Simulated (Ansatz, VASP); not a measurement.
One calculation of Bi2Se3, two programs

```xyz
5
Lattice="2.0718 1.1962 9.4929 -2.0718 1.1962 9.4929 0.0000 -2.3923 9.4929" Properties=species:S:1:pos:R:3 pbc="T T T"
Bi    0.0000    0.0000   11.4151
Bi    0.0000    0.0000   17.0635
Se    0.0000    0.0000    0.0000
Se    0.0000    0.0000    5.9983
Se    0.0000    0.0000   22.4803
```

Alike in both runs: functional PBE; dispersion D3(BJ); k mesh 12 × 12 × 12; occupations gaussian, width 0.01 eV; no spin polarisation.

Ansatz relaxed the structure, and its values are those at the end. VASP's run is a single point on that final structure, the one shown.

|  | VASP | Ansatz |
| --- | --- | --- |
| version | VASP 6.6.1 | Ansatz 0.2.0 |
| potentials or method | VASP PAW PBE potentials, release 64 (Bi_d, Se), cutoff 520 eV | scalar-relativistic, plane waves, PAW |
| valence electrons in the cell | 48 | 78 |

|  | VASP | Ansatz | Ansatz less VASP |
| --- | --- | --- | --- |
| gap on the k mesh at the Fermi level (eV) | 0.16 | 0.17 | +0.002 |
| least direct gap on the mesh (eV) | 0.16 | 0.17 | +0.002 |
| pressure (GPa) | 0.0 | 0.0 | -0.02 |
| rms of the force components (eV/Å) | 0.007 | 0.001 | -0.0054 |

VASP's potentials hold 48 valence electrons a cell and Ansatz's 78, so a difference there can come from the potentials and not from the codes.

Neither program's run includes spin-orbit coupling.
